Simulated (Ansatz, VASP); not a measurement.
## AlN in VASP and in Ansatz

```
CELL_PARAMETERS angstrom
0.00000 2.21953 2.21953
2.21953 0.00000 2.21953
2.21953 2.21953 0.00000
ATOMIC_POSITIONS crystal
Al 0.00000 0.00000 0.00000
N 0.75000 0.75000 0.75000
```

Change from the starting cell: mode 4 frozen in at +0.000 Å, equal normal strain along x, y and z +0.0083.

Alike in both runs: task single point; functional PBE; k mesh 10 × 10 × 10; occupations gaussian, width 0.05 eV; no spin polarisation.

|  | VASP | Ansatz |
| --- | --- | --- |
| version | VASP 6.6.1 | Ansatz 0.2.0 |
| potentials or method | VASP PAW PBE potentials, release 64 (Al, N), cutoff 520 eV | scalar-relativistic, plane waves, PAW |
| valence electrons in the cell | 8 | 8 |

|  | VASP | Ansatz | Ansatz less VASP |
| --- | --- | --- | --- |
| gap on the k mesh at the Fermi level (eV) | 3.29 | 3.30 | +0.006 |
| least direct gap on the mesh (eV) | 3.77 | 3.77 | -0.006 |
| pressure (GPa) | -4.7 | -4.6 | +0.18 |

With one functional, cell and mesh, what is left measures potentials, basis and numerics.
